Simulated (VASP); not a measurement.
Here is a VASP 6.6.1 calculation.

File INCAR:

```
SYSTEM = SnSe
  ALGO = Normal
  EDIFF = 1E-7
  ENCUT = 520
  GGA = CA
  ISIF = 2
  ISMEAR = 0
  LASPH = .True.
  LCHARG = .False.
  LREAL = .False.
  LWAVE = .False.
  NBANDS = 17
  NELM = 60
  PREC = Accurate
  SIGMA = 0.05
```

KPOINTS

```
k-points
0
Gamma
  8 8 8
  0 0 0
```

POSCAR

```
SnSe
1.0
    0.0000000000      3.0100000000      3.1153500000
    3.0100000000      0.0000000000      3.1153500000
    3.0100000000      3.0100000000      0.0000000000
Sn Se
1 1
Direct
    0.0000000000      0.0000000000      0.0000000000
    0.5000000000      0.5000000000      0.5000000000
```

Potentials or basis: VASP PAW LDA potentials, release 64 (Sn_d, Se).

Run with:

```sh
$ cat potpaw_LDA.64/Sn_d/POTCAR potpaw_LDA.64/Se/POTCAR > POTCAR
$ mpirun -np 1 vasp_std > vasp.out
```

**Question.** Estimate the pressure.

**Answer.** -4.6 GPa.

**Question.** Predict the band gap on the k mesh.

**Answer.** 0.52 eV, direct.

Stress tensor (GPa, compression positive):
```
-3.61  0.00  0.00
 0.00 -3.61  0.00
 0.00  0.00 -6.57
```

Caveat: the cell differs from its parent crystal (strain +0.0350 x Voigt [0, 0, 1, 0, 0, 0]); spin-orbit coupling is left out, which moves the levels of the heavy elements. A k mesh can miss the band edges.
